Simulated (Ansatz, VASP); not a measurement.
HfB2: VASP beside Ansatz

File INCAR:

```
SYSTEM = HfB2
PREC = Accurate
ENCUT = 520
EDIFF = 1E-6
ISMEAR = -1
SIGMA = 0.03
LREAL = .FALSE.
LASPH = .TRUE.
NELM = 100
ALGO = Normal
ISIF = 2
LWAVE = .FALSE.
LCHARG = .TRUE.
GGA = PE
LELF = .TRUE.
LVHAR = .TRUE.
NBANDS = 15
```

Contents of KPOINTS:

```
regular mesh
0
G
  7 7 6
  0 0 0
```

Contents of POSCAR:

```
HfB2
1.0
    3.1400000000      0.0000000000      0.0000000000
   -1.5700000000      2.7193197679      0.0000000000
    0.0000000000      0.0000000000      3.4800000000
Hf B
1 2
Direct
    0.0000000000      0.0000000000      0.0000000000
    0.6666666667      0.3333333333      0.5000000000
    0.3333333333      0.6666666667      0.5000000000
```

Contents of input.yaml:

```yaml
crystal:
  lattice:
    - [3.14, 0.0, 0.0]
    - [-1.57, 2.7193197679, 0.0]
    - [0.0, 0.0, 3.48]
  atoms:
    - { symbol: Hf, position: [0.0, 0.0, 0.0] }
    - { symbol: B, position: [0.6666666667, 0.3333333333, 0.5] }
    - { symbol: B, position: [0.3333333333, 0.6666666667, 0.5] }
kpoints:
  mp_grid: { grid: [7, 7, 6] }
scf:
  occupations: { method: fermi_dirac, width: 0.03 }
hamiltonian:
  xc: pbe
  pseudopotentials: { kind: all_electron, lapw: { basis_error: 0.002 } }
output:
  forces: true
  stress: true
  eigenvalues: true
```

Alike in both runs: task single point; functional PBE; k mesh 7 × 7 × 6; occupations fermi-dirac, width 0.03 eV; no spin polarisation.

```csv
,VASP,Ansatz
version,VASP 6.6.1,Ansatz 0.2.0
potentials or method,"VASP PAW PBE potentials, release 64 (Hf_pv, B), cutoff 520 eV","all-electron LAPW, scalar-relativistic"
```

|  | VASP | Ansatz | Ansatz less VASP |
| --- | --- | --- | --- |
| gap on the k mesh at the Fermi level (eV) | none | none | - |
| pressure (GPa) | 1.0 | 1.5 | +0.45 |
| traceless stress, the component that is largest in VASP (GPa) | -0.13 | -0.27 | -0.138 |

A gap of «none» marks a metal or a gap that the smearing closes. Ansatz ran all-electron here, and VASP with PAW potentials.

Neither program's run includes spin-orbit coupling. Noted on Ansatz's run: the k mesh is thin for a metal, which can move the energy by tens of meV per atom.
